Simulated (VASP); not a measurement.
Input of a VASP 6.6.1 run:

File INCAR:

```
PREC = Accurate
ENCUT = 520
EDIFF = 1E-6
ISMEAR = -1
SIGMA = 0.1
LREAL = F
LASPH = T
NELM = 100
ALGO = Normal
ISIF = 2
LWAVE = F
LCHARG = F
GGA = PE
NBANDS = 7
```

File KPOINTS:

```
regular mesh
0
Gamma
  14 14 13
```

POSCAR

```
Mg
1.0
    2.6344114709      0.0000000000      0.0000000000
   -1.3172057355      2.2814672579      0.0000000000
    0.0000000000      0.0000000000      2.4786921477
Mg
1
Direct
    0.0000000000      0.0000000000      0.0000000000
```

Potentials or basis: VASP PAW PBE potentials, release 64 (Mg).

Command:

```console
$ cat potpaw_PBE.64/Mg/POTCAR > POTCAR
$ mpirun -np 1 vasp_std > vasp.out
```

Estimate the band gap on the k mesh.

zero (band 1 reaches 8.84 eV, above the bottom of band 2 at 3.34 eV).

What does it give for the pressure?

40.7 GPa.
